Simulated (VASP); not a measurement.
# CdSe (Fm-3m) in VASP: further runs

CdSe is run at these levels: PBEsol; tasks: single point.

All numbers are computed with VASP 6.6.1; they aren't measurements. Logs are shortened: lines on timing, memory, paths and dates and some standing lists are left out, and cuts for length are marked.

## (1) The cell of the first run

The structure is cubic, space group Fm-3m (No. 225). Conventional cell: a = 5.748 Å, b = 5.748 Å, c = 5.748 Å, α = 90.00°, β = 90.00°, γ = 90.00°. Cd (site symmetry m-3m) has 6 Se at 2.87 Å within 3.8 Å. Within 3.8 Å of Se (site symmetry m-3m) lie 6 Cd at 2.87 Å.

## (2) Single point, PBEsol

Input file INCAR:

```
SYSTEM = CdSe
ALGO = Normal
EDIFF = 1E-6
ENCUT = 500
GGA = PS
GGA_COMPAT = .FALSE.
ISIF = 2
ISMEAR = -1
LASPH = .TRUE.
LCHARG = .FALSE.
LREAL = .FALSE.
LWAVE = .FALSE.
NBANDS = 16
NELM = 120
PREC = Accurate
SIGMA = 0.1
```

Input file KPOINTS:

```
k-points
0
G
  6 6 6
  0 0 0
```

Input file POSCAR:

```
CdSe
1.0
    4.0643900000      0.0000000000      0.0000000000
    2.0321950000      3.5198649909      0.0000000000
    2.0321950000      1.1732883303      3.3185605386
Cd Se
1 1
Direct
    0.0000000000      0.0000000000      0.0000000000
    0.5000000000      0.5000000000      0.5000000000
```

Potentials or basis: VASP PAW PBE potentials, release 64 (Cd, Se).

On the command line:

```console
$ cat potpaw_PBE.64/Cd/POTCAR potpaw_PBE.64/Se/POTCAR > POTCAR
$ mpirun -np 1 vasp_std > vasp.out
```

OUTCAR:

```text
SYSTEM = CdSe
   EDIFF = 1E-6
   ENCUT = 500
   GGA = PS
   ISIF = 2
   ISMEAR = -1
   LASPH = .TRUE.
   LREAL = .FALSE.
   NELM = 120
   PREC = Accurate

 ion  position               nearest neighbor table
   1  0.000  0.000  0.000-   2 2.87   2 2.87   2 2.87   2 2.87   2 2.87   2 2.87
   2  0.500  0.500  0.500-   1 2.87   1 2.87   1 2.87   1 2.87   1 2.87   1 2.87

  LATTYP: Found a face centered cubic cell.
 ALAT       =     5.7479154608

  Lattice vectors:

 A1 = (   4.0643900000,   0.0000000000,   0.0000000000)
 A2 = (   2.0321950000,   3.5198649909,   0.0000000000)
 A3 = (   2.0321950000,   1.1732883303,   3.3185605386)

Analysis of symmetry for initial positions (statically):
=====================================================================
 Subroutine PRICEL returns:
 Original cell was already a primitive cell.

 Routine SETGRP: Setting up the symmetry group for a
 face centered cubic supercell.

 Subroutine GETGRP returns: Found 48 space group operations
 (whereof 48 operations were pure point group operations)
 out of a pool of 48 trial point group operations.

The static configuration has the point symmetry O_h .

Analysis of symmetry for dynamics (positions and initial velocities):
=====================================================================
 Subroutine PRICEL returns:
 Original cell was already a primitive cell.

 Routine SETGRP: Setting up the symmetry group for a
 face centered cubic supercell.

 Subroutine GETGRP returns: Found 48 space group operations
 (whereof 48 operations were pure point group operations)
 out of a pool of 48 trial point group operations.

The dynamic configuration has the point symmetry O_h .

 Subroutine INISYM returns: Found 48 space group operations
 (whereof 48 operations are pure point group operations),
 and found     1 'primitive' translations

----------------------------------------------------------------------------------------

                                     Primitive cell

  volume of cell :      47.4757

  direct lattice vectors                    reciprocal lattice vectors
     4.064390000  0.000000000  0.000000000     0.246039381 -0.142050903 -0.100445157
     2.032195000  3.519864991  0.000000000     0.000000000  0.284101806 -0.100445157
     2.032195000  1.173288330  3.318560539     0.000000000  0.000000000  0.301335470

  length of vectors
     4.064390000  4.064390000  4.064390000     0.301335470  0.301335470  0.301335470

  position of ions in fractional coordinates (direct lattice)
[... 70 lines left out ...]
   EDIFF  = 0.1E-05   stopping-criterion for ELM
   LREAL  =      F    real-space projection
   EDIFFG = 0.1E-04   stopping-criterion for IOM
   NSW    =      0    number of steps for IOM
   IBRION =     -1    ionic relax: 0-MD 1-quasi-New 2-CG
   NFREE  =      0    steps in history (QN), initial steepest desc. (CG)
   ISIF   =      2    stress and relaxation
   ISYM   =      2    0-nonsym 1-usesym 2-fastsym
   POTIM  = 0.5000    time-step for ionic-motion
   TEBEG  =    0.0;   TEEND  =   0.0 temperature during run
   PSTRESS=    0.0 pullay stress
   NELECT =      18.0000    total number of electrons
   NUPDOWN=      -1.0000    fix difference up-down
   EMIN   =  10.00;   EMAX   =-10.00  energy-range for DOS
   EFERMI =   0.00;   METHOD = LEGACY
   ISMEAR =    -1;   SIGMA  =   0.10  broadening in eV -4-tet -1-fermi 0-gaus
   EFERMI_NEDOS =   21; number of points for ismear=-14 and -15
   IALGO  =     38    algorithm
   IMIX   =      4    mixing-type and parameters
     AMIX     =   0.40;   BMIX     =  1.00
     AMIX_MAG =   1.60;   BMIX_MAG =  1.00
  volume/ion in A,a.u.               =      23.74       160.19
  Fermi-wavevector in a.u.,A,eV,Ry     =   1.184883  2.239103 19.101853  1.403947
  Thomas-Fermi vector in A             =   2.321088
   LORBIT       =      0    0 simple, 1 ext, 2 COOP (PROOUT), +10 PAW based schemes
   GGA     = PS    functional components
   LHFCALC =     F    Hartree Fock is set to
   AEXX    =    0.0000 exact exchange contribution
   IVDW    =     0    specifies the selected vdW correction
   LEPSILON=     F    determine dielectric tensor
   LRPA    =     F    only Hartree local field effects (RPA)
 non-spin polarized calculation
  energy-cutoff  :      500.00
  volume of cell :       47.48
 maximum number of plane-waves:      1243
 NGX is ok and might be reduce to    30
   NGX = 15   NGY = 15   NGZ = 15

 number of electron      18.0000008 magnetization

 Free energy of the ion-electron system (eV)
  ---------------------------------------------------
  ext. energy  EPLUGINS =         0.00000000
  ---------------------------------------------------
  free energy    TOTEN  =        -5.96546493 eV

  energy without entropy =       -5.95218979  energy(sigma->0) =       -5.95882736

 E-fermi :   2.2860     XC(G=0): -10.1882

 val. band max:        2.0988293906   @ k =   0.0000   0.0000   0.0000
 cond. band min:       3.0128022627   @ k =   0.5000   0.3333   0.0000
 fundamental gap:      0.9139728721
 Fermi energy:         2.2859634923

 k-point     1 :       0.0000    0.0000    0.0000
  band No.  band energies     occupation
      1     -10.7869      2.00000
      2      -5.7380      2.00000
      3      -5.7380      2.00000
      4      -5.7198      2.00000
      5      -5.7198      2.00000
      6      -5.7198      2.00000
[... 281 lines left out ...]
      3      -5.7762      2.00000
      4      -5.6309      2.00000
      5      -5.5287      2.00000
      6      -5.1685      2.00000
[... 8 lines left out ...]
     15      15.0245      0.00000
     16      16.9939      0.00000

------------------------ aborting loop because EDIFF is reached ----------------------------------------

  FORCE on cell =-STRESS in cart. coord.  units (eV):
  Direction    XX          YY          ZZ          XY          YZ          ZX
  --------------------------------------------------------------------------------------
  -------------------------------------------------------------------------------------
  Total       -1.0064013     -1.0064013     -1.0064013     -0.0000000     -0.0000000      0.0000000
  in kB      -33.9633583    -33.9633583    -33.9633583     -0.0000000     -0.0000000      0.0000000
  external PRESSURE =     -33.9633583 kB  Pullay stress =       0.0000000 kB

 VOLUME and BASIS-vectors are now :
 -----------------------------------------------------------------------------
  energy-cutoff  :      500.00
  volume of cell :       47.48
      direct lattice vectors                 reciprocal lattice vectors
     4.064390000  0.000000000  0.000000000     0.246039381 -0.142050903 -0.100445157
     2.032195000  3.519864991  0.000000000     0.000000000  0.284101806 -0.100445157
     2.032195000  1.173288330  3.318560539     0.000000000  0.000000000  0.301335470

 POSITION                                       TOTAL-FORCE (eV/Angst)
 -----------------------------------------------------------------------------------
      0.00000      0.00000      0.00000         0.000000      0.000000      0.000000
      4.06439      2.34658      1.65928        -0.000000      0.000000      0.000000
 -----------------------------------------------------------------------------------
    total drift:                                0.000000     -0.000000     -0.000000

  FREE ENERGIE OF THE ION-ELECTRON SYSTEM (eV)
  ---------------------------------------------------
  free  energy   TOTEN  =        -5.9654649265 eV

  energy  without entropy=       -5.9521897944  energy(sigma->0) =       -5.95882736
```

OSZICAR:

```text
N       E                     dE             d eps       ncg     rms          rms(c)
DAV:   1     0.102336167066E+03    0.10234E+03   -0.87006E+03   520   0.998E+02
DAV:   2    -0.298317944239E+01   -0.10532E+03   -0.99672E+02   632   0.248E+02
DAV:   3    -0.637357755020E+01   -0.33904E+01   -0.33841E+01   592   0.464E+01
DAV:   4    -0.638302882354E+01   -0.94513E-02   -0.94510E-02   656   0.250E+00
DAV:   5    -0.638306956959E+01   -0.40746E-04   -0.40746E-04   608   0.141E-01    0.501E+00
DAV:   6    -0.599125513247E+01    0.39181E+00   -0.62941E-01   664   0.984E+00    0.438E+00
DAV:   7    -0.596823591605E+01    0.23019E-01   -0.10218E-01   584   0.231E+00    0.217E+00
DAV:   8    -0.596562176906E+01    0.26141E-02   -0.10810E-02   600   0.122E+00    0.178E-01
DAV:   9    -0.596546103560E+01    0.16073E-03   -0.96018E-04   624   0.378E-01    0.355E-02
DAV:  10    -0.596545900828E+01    0.20273E-05   -0.10171E-04   608   0.133E-01    0.333E-02
DAV:  11    -0.596546503772E+01   -0.60294E-05   -0.11583E-05   624   0.336E-02    0.153E-02
DAV:  12    -0.596546492654E+01    0.11118E-06   -0.36889E-07   352   0.705E-03
   1 F= -.59654649E+01 E0= -.59588274E+01  d E =-.132751E-01
```

stdout:

```text
POSCAR found type information on POSCAR CdSe
 POSCAR found :  2 types and       2 ions
 scaLAPACK will be used
 -----------------------------------------------------------------------------
|                                                                             |
|                                                                             |
|     You enforced a specific xc type in the INCAR file but a different       |
|     I HOPE YOU KNOW WHAT YOU ARE DOING!                                     |
|                                                                             |
 -----------------------------------------------------------------------------

 LDA part: xc-table for (Slater+PW92), standard interpolation
 POSCAR, INCAR and KPOINTS ok, starting setup
 FFT: planning ... GRIDC
 FFT: planning ... GRID_SOFT
 FFT: planning ... GRID
 WAVECAR not read
 entering main loop
```

It took 12 s on 1 thread of Intel Xeon Platinum 8259CL at 2.50GHz (Skylake/Cascade Lake), shared host; peak memory 0.17 GiB.

What came out:

- Free energy: -5.9655 eV
- Pressure: -3.4 GPa
- Band gap on the k mesh: zero (bands 9 and 10 overlap by 0.50 eV)

Caveat: the cell stands under tension; semilocal functionals underestimate gaps, and a narrow one can read as zero; the PAW data sets were made with another functional, which shifts forces and pressure a little.

## (3) Single point, PBEsol

Input file INCAR:

```
ALGO     = Normal         # electronic algorithm
EDIFF    = 1E-6           # SCF threshold, eV
ENCUT    = 500            # plane-wave cutoff, eV
GGA      = PS             # functional
GGA_COMPAT= F            
ISIF     = 2              # what is computed and relaxed
ISMEAR   = -1             # smearing method
LASPH    = T              # aspherical terms in the spheres
LCHARG   = F              # write CHGCAR
LREAL    = F              # projectors in reciprocal space
LWAVE    = F              # write WAVECAR
NBANDS   = 16             # bands
NELM     = 120            # most SCF steps
PREC     = Accurate       # precision mode
SIGMA    = 0.1            # smearing width, eV
```

Input file KPOINTS:

```
k-points
0
Gamma
  6 6 6
```

POSCAR is that of step 2.

Potentials or basis: VASP PAW PBE potentials, release 64 (Cd, Se).

On the command line:

```console
$ cat potpaw_PBE.64/Cd/POTCAR potpaw_PBE.64/Se/POTCAR > POTCAR
$ mpirun -np 1 vasp_std > vasp.out
```

OUTCAR:

```text
EDIFF = 1E-6
   ENCUT = 500
   GGA = PS
   ISIF = 2
   ISMEAR = -1
   LASPH = T
   LREAL = F
   NELM = 120
   PREC = Accurate

 ion  position               nearest neighbor table
   1  0.000  0.000  0.000-   2 2.87   2 2.87   2 2.87   2 2.87   2 2.87   2 2.87
   2  0.500  0.500  0.500-   1 2.87   1 2.87   1 2.87   1 2.87   1 2.87   1 2.87

  LATTYP: Found a face centered cubic cell.
 ALAT       =     5.7479154608

  Lattice vectors:

 A1 = (   4.0643900000,   0.0000000000,   0.0000000000)
 A2 = (   2.0321950000,   3.5198649909,   0.0000000000)
 A3 = (   2.0321950000,   1.1732883303,   3.3185605386)

Analysis of symmetry for initial positions (statically):
=====================================================================
 Subroutine PRICEL returns:
 Original cell was already a primitive cell.

 Routine SETGRP: Setting up the symmetry group for a
 face centered cubic supercell.

 Subroutine GETGRP returns: Found 48 space group operations
 (whereof 48 operations were pure point group operations)
 out of a pool of 48 trial point group operations.
[... 150 lines left out ...]
  free energy    TOTEN  =        -5.96546493 eV

  energy without entropy =       -5.95218979  energy(sigma->0) =       -5.95882736

 E-fermi :   2.2860     XC(G=0): -10.1882

 val. band max:        2.0988293906   @ k =   0.0000   0.0000   0.0000
 cond. band min:       3.0128022627   @ k =   0.5000   0.3333   0.0000
 fundamental gap:      0.9139728721
 Fermi energy:         2.2859634923

 k-point     1 :       0.0000    0.0000    0.0000
  band No.  band energies     occupation
      1     -10.7869      2.00000
      2      -5.7380      2.00000
      3      -5.7380      2.00000
      4      -5.7198      2.00000
      5      -5.7198      2.00000
      6      -5.7198      2.00000
[... 281 lines left out ...]
      3      -5.7762      2.00000
      4      -5.6309      2.00000
      5      -5.5287      2.00000
      6      -5.1685      2.00000
[... 8 lines left out ...]
     15      15.0245      0.00000
     16      16.9939      0.00000

------------------------ aborting loop because EDIFF is reached ----------------------------------------

  FORCE on cell =-STRESS in cart. coord.  units (eV):
  Direction    XX          YY          ZZ          XY          YZ          ZX
  --------------------------------------------------------------------------------------
  -------------------------------------------------------------------------------------
  Total       -1.0064013     -1.0064013     -1.0064013     -0.0000000     -0.0000000      0.0000000
  in kB      -33.9633583    -33.9633583    -33.9633583     -0.0000000     -0.0000000      0.0000000
  external PRESSURE =     -33.9633583 kB  Pullay stress =       0.0000000 kB

 VOLUME and BASIS-vectors are now :
 -----------------------------------------------------------------------------
  energy-cutoff  :      500.00
  volume of cell :       47.48
      direct lattice vectors                 reciprocal lattice vectors
     4.064390000  0.000000000  0.000000000     0.246039381 -0.142050903 -0.100445157
     2.032195000  3.519864991  0.000000000     0.000000000  0.284101806 -0.100445157
     2.032195000  1.173288330  3.318560539     0.000000000  0.000000000  0.301335470

 POSITION                                       TOTAL-FORCE (eV/Angst)
 -----------------------------------------------------------------------------------
      0.00000      0.00000      0.00000         0.000000      0.000000      0.000000
      4.06439      2.34658      1.65928        -0.000000      0.000000      0.000000
 -----------------------------------------------------------------------------------
    total drift:                                0.000000     -0.000000     -0.000000

  FREE ENERGIE OF THE ION-ELECTRON SYSTEM (eV)
  ---------------------------------------------------
  free  energy   TOTEN  =        -5.9654649265 eV

  energy  without entropy=       -5.9521897944  energy(sigma->0) =       -5.95882736
```

Run time: 12 s. Hardware: 1 thread of Intel Xeon Platinum 8259CL at 2.50GHz (Skylake/Cascade Lake), shared host; peak memory 0.16 GiB.

What came out:

```
Free energy            : -5.9655 eV
Pressure               : -3.4 GPa
Band gap on the k mesh : zero (bands 9 and 10 overlap by 0.50 eV)
```

Caveat: the cell stands under tension; semilocal functionals underestimate gaps, and a narrow one can read as zero; the PAW data sets were made with another functional, which shifts forces and pressure a little.

The gap in the log of VASP goes by the Fermi energy; the results here count the filled bands.